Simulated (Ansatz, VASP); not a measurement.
## One calculation of W2C, two programs

The input INCAR:

```
SYSTEM = W2C
ALGO = Normal ; EDIFF = 1E-6
ENCUT = 600 ; GGA = RE
GGA_COMPAT = .FALSE. ; ISIF = 2
ISMEAR = 0 ; LASPH = .TRUE.
LCHARG = .TRUE. ; LELF = .TRUE.
LREAL = .FALSE. ; LVHAR = .TRUE.
LWAVE = .FALSE. ; NBANDS = 23
NELM = 120 ; PREC = Accurate
SIGMA = 0.1
```

The input KPOINTS:

```
k-points
0
G
  6 6 4
  0 0 0
```

The input POSCAR:

```
W2C
1.0
    3.0649203476      0.0000000000      0.0000000000
   -1.5324601738      2.6542988816      0.0000000000
    0.0000000000      0.0000000000      4.6706175881
W C
2 1
Direct
    0.3333333333      0.6666666667      0.7463310000
    0.6666666667      0.3333333333      0.2536690000
    0.0000000000      0.0000000000      0.0000000000
```

Input for Ansatz:

```yaml
crystal:
  lattice:
    - [3.0649203476, 0.0, 0.0]
    - [-1.5324601738, 2.6542988816, 0.0]
    - [0.0, 0.0, 4.6706175881]
  atoms:
    - { symbol: W, position: [0.3333333333, 0.6666666667, 0.746331] }
    - { symbol: W, position: [0.6666666667, 0.3333333333, 0.253669] }
    - { symbol: C, position: [0.0, 0.0, 0.0] }
basis: {}
kpoints:
  mp_grid: { grid: [6, 6, 4] }
hamiltonian:
  xc: revpbe
scf:
  occupations: { method: gaussian, width: 0.1 }
  algorithm: direct_min
  max_iter: 66
output:
  forces: true
  stress: true
  eigenvalues: true
```

Alike in both runs: task single point; functional revPBE; k mesh 6 × 6 × 4; occupations gaussian, width 0.1 eV; no spin polarisation.

```csv
,VASP,Ansatz
version,VASP 6.6.1,Ansatz 0.2.0
potentials or method,"VASP PAW PBE potentials, release 64 (W_sv, C)","scalar-relativistic, plane waves, PAW"
plane-wave cutoff (eV),600,420
valence electrons in the cell,32,32
```

|  | VASP | Ansatz | Ansatz less VASP |
| --- | --- | --- | --- |
| gap on the k mesh at the Fermi level (eV) | none | none | - |
| pressure (GPa) | 3.3 | 2.6 | -0.73 |
| traceless stress, the component that is largest in VASP (GPa) | -1.01 | -0.98 | +0.029 |
| rms of the force components (eV/Å) | 0.012 | 0.035 | +0.0231 |

VASP's potentials were made for PBE, not for revPBE. Atom by atom the forces differ by 0.023 eV/Å (rms over components). A gap of «none» marks a metal or a gap that the smearing closes.

The k mesh is coarse, so the values compare programs but aren't converged. Spin-orbit coupling is off throughout.
